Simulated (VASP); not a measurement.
# CuI (Marshite) (F-43m) in VASP: density of states with LDA

Aim: the density of states of CuI (Marshite) with LDA.

Program: VASP 6.6.1. These are calculated values, not measurements. Logs are shortened: lines on timing, memory, paths and dates and some standing lists are left out, and cuts for length are marked.

## 1. The cell of the first run

Symmetry: F-43m, No. 216, cubic system. Conventional cell: a = 6.063 Å, b = 6.063 Å, c = 6.063 Å, α = 90.00°, β = 90.00°, γ = 90.00°. Cu (site symmetry -43m) has 4 I at 2.63 Å within 3.5 Å. Within 3.5 Å of I (site symmetry -43m) lie 4 Cu at 2.63 Å.

## 2. Density of states, LDA

POSCAR

```
CuI
1.0
    0.0000000000      3.0315000000      3.0315000000
    3.0315000000      0.0000000000      3.0315000000
    3.0315000000      3.0315000000      0.0000000000
Cu I
1 1
Direct
    0.2500000000      0.2500000000      0.2500000000
    0.0000000000      0.0000000000      0.0000000000
```

INCAR.step1

```
PREC = Accurate ; ENCUT = 520
EDIFF = 1E-6 ; ISMEAR = 0
SIGMA = 0.01 ; LREAL = False
LASPH = True ; NELM = 80
ALGO = Normal ; ISIF = 2
LWAVE = False ; LCHARG = True
LMAXMIX = 4 ; GGA = CA
NBANDS = 16
```

KPOINTS.step1

```
Automatic mesh
0
Gamma
  6 6 6
```

INCAR.step2

```
PREC = Accurate ; ENCUT = 520
EDIFF = 1E-6 ; ISMEAR = -5
SIGMA = 0.01 ; LREAL = False
LASPH = True ; NELM = 80
ALGO = Normal ; ISIF = 2
LWAVE = False ; LCHARG = False
LMAXMIX = 4 ; GGA = CA
LORBIT = 11 ; NEDOS = 1001
ICHARG = 11
```

KPOINTS.step2

```
Automatic mesh
0
Gamma
  9 9 9
```

Potentials or basis: VASP PAW LDA potentials, release 64 (Cu, I).

Launch:

```
cat potpaw_LDA.64/Cu/POTCAR potpaw_LDA.64/I/POTCAR > POTCAR
cp INCAR.step1 INCAR
cp KPOINTS.step1 KPOINTS
mpirun -np 1 vasp_std > vasp.out
cp INCAR.step2 INCAR
cp KPOINTS.step2 KPOINTS
mpirun -np 1 vasp_std > vasp.out
```

OUTCAR:

```text
PREC = Accurate
   ENCUT = 520
   EDIFF = 1E-6
   ISMEAR = -5
   LREAL = False
   LASPH = True
   NELM = 80
   ISIF = 2
   GGA = CA
   LORBIT = 11
   ICHARG = 11

 ion  position               nearest neighbor table
   1  0.250  0.250  0.250-   2 2.63   2 2.63   2 2.63   2 2.63
   2  0.000  0.000  0.000-   1 2.63   1 2.63   1 2.63   1 2.63

  LATTYP: Found a face centered cubic cell.
 ALAT       =     6.0630000000

  Lattice vectors:

 A1 = (   0.0000000000,   3.0315000000,   3.0315000000)
 A2 = (   3.0315000000,   0.0000000000,   3.0315000000)
 A3 = (   3.0315000000,   3.0315000000,   0.0000000000)

Analysis of symmetry for initial positions (statically):
=====================================================================
 Subroutine PRICEL returns:
 Original cell was already a primitive cell.

 Routine SETGRP: Setting up the symmetry group for a
 face centered cubic supercell.

 Subroutine GETGRP returns: Found 24 space group operations
 (whereof 24 operations were pure point group operations)
 out of a pool of 48 trial point group operations.

The static configuration has the point symmetry T_d .

Analysis of symmetry for dynamics (positions and initial velocities):
=====================================================================
 Subroutine PRICEL returns:
 Original cell was already a primitive cell.

 Routine SETGRP: Setting up the symmetry group for a
 face centered cubic supercell.

 Subroutine GETGRP returns: Found 24 space group operations
 (whereof 24 operations were pure point group operations)
 out of a pool of 48 trial point group operations.

The dynamic configuration has the point symmetry T_d .

 Subroutine INISYM returns: Found 24 space group operations
 (whereof 24 operations are pure point group operations),
 and found     1 'primitive' translations

----------------------------------------------------------------------------------------

                                     Primitive cell

  volume of cell :      55.7189

  direct lattice vectors                    reciprocal lattice vectors
     0.000000000  3.031500000  3.031500000    -0.164934851  0.164934851  0.164934851
     3.031500000  0.000000000  3.031500000     0.164934851 -0.164934851  0.164934851
     3.031500000  3.031500000  0.000000000     0.164934851  0.164934851 -0.164934851

  length of vectors
     4.287188414  4.287188414  4.287188414     0.285675541  0.285675541  0.285675541

  position of ions in fractional coordinates (direct lattice)
     0.250000000  0.250000000  0.250000000
     0.000000000  0.000000000  0.000000000

  ion indices of the primitive-cell ions
   primitive index   ion index
                 1           1
                 2           2

----------------------------------------------------------------------------------------

 KPOINTS: Automatic mesh

Automatic generation of k-mesh.
 Grid dimensions read from file:
 generate k-points for:    9    9    9

 Generating k-lattice:

  Cartesian coordinates                     Fractional coordinates (reciprocal lattice)
    -0.018326095  0.018326095  0.018326095     0.111111111  0.000000000  0.000000000
     0.018326095 -0.018326095  0.018326095     0.000000000  0.111111111  0.000000000
     0.018326095  0.018326095 -0.018326095     0.000000000  0.000000000  0.111111111

  Length of vectors
     0.031741727  0.031741727  0.031741727

  Shift w.r.t. Gamma in fractional coordinates (k-lattice)
     0.000000000  0.000000000  0.000000000

 TETIRR: Found    115 inequivalent tetrahedra from     4374

 Subroutine IBZKPT returns following result:
 ===========================================

 Found     35 irreducible k-points:

 Following reciprocal coordinates:
            Coordinates               Weight
  0.000000  0.000000  0.000000      1.000000
  0.111111  0.000000  0.000000      8.000000
  0.222222  0.000000  0.000000      8.000000
  0.333333  0.000000  0.000000      8.000000
  0.444444  0.000000  0.000000      8.000000
  0.111111  0.111111  0.000000      6.000000
[... 16 lines left out ...]
 -0.333333  0.333333  0.000000     12.000000
  0.444444  0.444444  0.000000      6.000000
 [... further k-points ...]
   k-points           NKPTS =     35   k-points in BZ     NKDIM =     35   number of bands    NBANDS=     13
   number of dos      NEDOS =   1001   number of ions     NIONS =      2
   total plane-waves  NPLWV =  32768
   dimension x,y,z NGX =    32 NGY =   32 NGZ =   32
   dimension x,y,z NGXF=    64 NGYF=   64 NGZF=   64
   ions per type =               1   1
   NGX,Y,Z   is equivalent  to a cutoff of  12.41, 12.41, 12.41 a.u.
   NGXF,Y,Z  is equivalent  to a cutoff of  24.82, 24.82, 24.82 a.u.
 SYSTEM =  unknown system
   PREC   = accura    normal or accurate (medium, high low for compatibility)
   ISTART =      0    job   : 0-new  1-cont  2-samecut
   ICHARG =     11    charge: 1-file 2-atom 10-const
   ISPIN  =      1    spin polarized calculation?
   LNONCOLLINEAR =      F non collinear calculations
   LSORBIT =      F    spin-orbit coupling
   LASPH  =      T    aspherical Exc in radial PAW
   ENCUT  =  520.0 eV  38.22 Ry    6.18 a.u.   7.97  7.97  7.97*2*pi/ulx,y,z
   NELM   =     80;   NELMIN=  2; NELMDL=  0     # of ELM steps
   EDIFF  = 0.1E-05   stopping-criterion for ELM
   LREAL  =      F    real-space projection
   EDIFFG = 0.1E-04   stopping-criterion for IOM
   NSW    =      0    number of steps for IOM
   IBRION =     -1    ionic relax: 0-MD 1-quasi-New 2-CG
   NFREE  =      0    steps in history (QN), initial steepest desc. (CG)
   ISIF   =      2    stress and relaxation
   ISYM   =      2    0-nonsym 1-usesym 2-fastsym
   POTIM  = 0.5000    time-step for ionic-motion
   TEBEG  =    0.0;   TEEND  =   0.0 temperature during run
   PSTRESS=    0.0 pullay stress
   NELECT =      18.0000    total number of electrons
   NUPDOWN=      -1.0000    fix difference up-down
   EMIN   =  10.00;   EMAX   =-10.00  energy-range for DOS
   EFERMI =   0.00;   METHOD = LEGACY
   ISMEAR =    -5;   SIGMA  =   0.01  broadening in eV -4-tet -1-fermi 0-gaus
   EFERMI_NEDOS =   21; number of points for ismear=-14 and -15
   IALGO  =     38    algorithm
   IMIX   =      4    mixing-type and parameters
     AMIX     =   0.40;   BMIX     =  1.00
     AMIX_MAG =   1.60;   BMIX_MAG =  1.00
  volume/ion in A,a.u.               =      27.86       188.00
  Fermi-wavevector in a.u.,A,eV,Ry     =   1.123306  2.122741 17.168055  1.261816
  Thomas-Fermi vector in A             =   2.259971
   LORBIT       =     11    0 simple, 1 ext, 2 COOP (PROOUT), +10 PAW based schemes
   GGA     = CA    functional components
   LHFCALC =     F    Hartree Fock is set to
   AEXX    =    0.0000 exact exchange contribution
   IVDW    =     0    specifies the selected vdW correction
   LEPSILON=     F    determine dielectric tensor
   LRPA    =     F    only Hartree local field effects (RPA)
 non-spin polarized calculation
 Fermi weights with tetrahedron method with Bloechl corrections
  energy-cutoff  :      520.00
  volume of cell :       55.72
 maximum number of plane-waves:      1516

 number of electron      18.0000014 magnetization

 Free energy of the ion-electron system (eV)
  ---------------------------------------------------
  ext. energy  EPLUGINS =         0.00000000
  ---------------------------------------------------
  free energy    TOTEN  =        -6.91868977 eV

  energy without entropy =       -6.91868977  energy(sigma->0) =       -6.91868977

 E-fermi :   4.1855     XC(G=0):  -9.3086

 val. band max:        4.1669583998   @ k =   0.0000   0.0000   0.0000
 cond. band min:       5.1627634918   @ k =   0.0000   0.0000   0.0000
 fundamental gap:      0.9958050920
 Fermi energy:         4.1854672903

 k-point     1 :       0.0000    0.0000    0.0000
  band No.  band energies     occupation
      1      -9.8152      2.00000
      2       0.5406      2.00000
      3       0.5406      2.00000
      4       0.5406      2.00000
      5       2.2481      2.00000
      6       2.2481      2.00000
      7       4.1670      2.00000
      8       4.1670      2.00000
      9       4.1670      2.00000
     10       5.1628      0.00000
     11       9.0331      0.00000
     12       9.0331      0.00000
     13       9.0331      0.00000

 k-point     2 :       0.1111    0.0000    0.0000
  band No.  band energies     occupation
      1      -9.7574      2.00000
      2       0.3068      2.00000
      3       0.5464      2.00000
      4       0.5464      2.00000
      5       2.2430      2.00000
      6       2.2430      2.00000
      7       3.5976      2.00000
      8       4.0718      2.00000
      9       4.0718      2.00000
     10       5.7944      0.00000
     11       8.9092      0.00000
     12       9.2099      0.00000
     13       9.2099      0.00000

 k-point     3 :       0.2222    0.0000    0.0000
  band No.  band energies     occupation
      1      -9.6036      2.00000
      2      -0.2790      2.00000
      3       0.5589      2.00000
      4       0.5589      2.00000
      5       2.2378      2.00000
      6       2.2378      2.00000
      7       2.9598      2.00000
      8       3.8496      2.00000
      9       3.8496      2.00000
     10       6.3132      0.00000
     11       9.3065      0.00000
     12       9.5317      0.00000
     13       9.5317      0.00000
[... 305 lines left out ...]
 k-point    23 :      -0.3333    0.3333    0.0000
  band No.  band energies     occupation
      1      -9.1194      2.00000
      2      -0.9277      2.00000
      3      -0.3533      2.00000
      4       0.5470      2.00000
      5       2.1294      2.00000
      6       2.2463      2.00000
      7       2.4786      2.00000
      8       2.5632      2.00000
      9       3.0550      2.00000
     10       7.3869      0.00000
     11       9.3204      0.00000
     12      11.1908      0.00000
     13      11.3430      0.00000

 k-point    24 :       0.4444    0.4444    0.0000
  band No.  band energies     occupation
      1      -9.0990      2.00000
      2      -1.3256      2.00000
      3       0.4659      2.00000
      4       0.4659      2.00000
      5       2.1753      2.00000
      6       2.3302      2.00000
      7       2.3930      2.00000
      8       2.6548      2.00000
      9       2.6548      2.00000
     10       6.8035      0.00000
     11       7.0790      0.00000
     12      12.9395      0.00000
     13      13.5147      0.00000

 [... further k-points ...]

------------------------ aborting loop because EDIFF is reached ----------------------------------------

  FORCE on cell =-STRESS in cart. coord.  units (eV):
  Direction    XX          YY          ZZ          XY          YZ          ZX
  --------------------------------------------------------------------------------------
  -------------------------------------------------------------------------------------
  Total       -1.5880428     -1.5880428     -1.5880428      0.0000000      0.0000000      0.0000000
  in kB      -45.6635917    -45.6635917    -45.6635917      0.0000000      0.0000000      0.0000000
  external PRESSURE =     -45.6635917 kB  Pullay stress =       0.0000000 kB

 VOLUME and BASIS-vectors are now :
 -----------------------------------------------------------------------------
  energy-cutoff  :      520.00
  volume of cell :       55.72
      direct lattice vectors                 reciprocal lattice vectors
     0.000000000  3.031500000  3.031500000    -0.164934851  0.164934851  0.164934851
     3.031500000  0.000000000  3.031500000     0.164934851 -0.164934851  0.164934851
     3.031500000  3.031500000  0.000000000     0.164934851  0.164934851 -0.164934851

 POSITION                                       TOTAL-FORCE (eV/Angst)
 -----------------------------------------------------------------------------------
      1.51575      1.51575      1.51575         0.000000      0.000000     -0.000000
      0.00000      0.00000      0.00000        -0.000000     -0.000000      0.000000
 -----------------------------------------------------------------------------------
    total drift:                               -0.000001     -0.000001     -0.000001

  FREE ENERGIE OF THE ION-ELECTRON SYSTEM (eV)
  ---------------------------------------------------
  free  energy   TOTEN  =        -6.9186897741 eV

  energy  without entropy=       -6.9186897741  energy(sigma->0) =       -6.91868977

 total charge

# of ion       s       p       d       tot
------------------------------------------
    1        0.336   0.265   9.334   9.935
    2        1.498   2.745   0.052   4.295
--------------------------------------------------
tot          1.833   3.010   9.386  14.229
```

Run time: 16 s. Hardware: 1 thread of AMD EPYC 9R45 (Zen 5), shared host; peak memory 0.13 GiB.

What came out:

```
Valence electrons inside the program's atomic spheres : Cu 9.94; I 4.29
```

Levels at points of the mesh, in eV from the valence-band top:
| k point | band 7 | band 8 | band 9 | band 10 | band 11 | band 12 |
| --- | --- | --- | --- | --- | --- | --- |
| (0.00, 0.00, 0.00) | 0.00 | 0.00 | 0.00 | 1.00 | 4.87 | 4.87 |

Caveat: spin-orbit coupling is left out, which moves the levels of the heavy elements.
